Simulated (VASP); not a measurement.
Wanted: the native input for a VASP 6.6.1 run.

| Quantity | Value |
| --- | --- |
| Task | relaxation of cell and atoms |
| Functional | LDA |
| Potentials or basis | VASP PAW LDA potentials, release 64 (Mn_pv) |
| Cutoff | 600 eV |
| k mesh | 13 × 13 × 13 |
| Occupations | fermi-dirac, width 0.1 eV |
| Spin | no spin polarisation |
| Dipole correction | no |
| Further INCAR settings | ALGO = Normal; EDIFF = 1e-06; IBRION = 2; EDIFFG = -0.01; NSW = 80; ISIF = 3 |

The structure of Mn lies in POSCAR:

```
Mn
1.0
    2.3324620846      0.0000000000      0.0000000000
    0.0000000000      2.3324620846      0.0000000000
    0.0000000000      0.0000000000      2.3324620846
Mn
1
Direct
    0.0000000000      0.0000000000      0.0000000000
```

These files were run (other wordings do the same):

INCAR

```
  ALGO = Normal
  EDIFF = 1E-6
  EDIFFG = -0.01
  ENCUT = 600
  GGA = CA
  IBRION = 2
  ISIF = 3
  ISMEAR = -1
  LASPH = T
  LCHARG = F
  LREAL = F
  LWAVE = F
  NELM = 80
  NSW = 80
  PREC = Accurate
  SIGMA = 0.1
```

KPOINTS

```
k-points
0
Gamma
  13 13 13
```

Potentials or basis: VASP PAW LDA potentials, release 64 (Mn_pv).

Command:

```sh
$ cat potpaw_LDA.64/Mn_pv/POTCAR > POTCAR
$ mpirun -np 1 vasp_std > vasp.out
```

It gave:

- Relaxed volume: 11.12 Å³/atom
- Relaxed cell: a = 2.232 Å, b = 2.232 Å, c = 2.232 Å, α = 90.00°, β = 90.00°, γ = 90.00°
- Space group after relaxing (to 0.05 Å): Pm-3m (No. 221)
- Energy gained by relaxing: 139.7 meV/atom
- Ionic steps: 7
- Pressure after relaxing: -0.1 GPa

Caveat: the run has no spin polarisation, though such a crystal can be magnetic.

It took 23 s on 1 thread of AMD EPYC 9R45 96-Core Processor (Zen 5), on a shared host, peak memory 0.1 GiB.
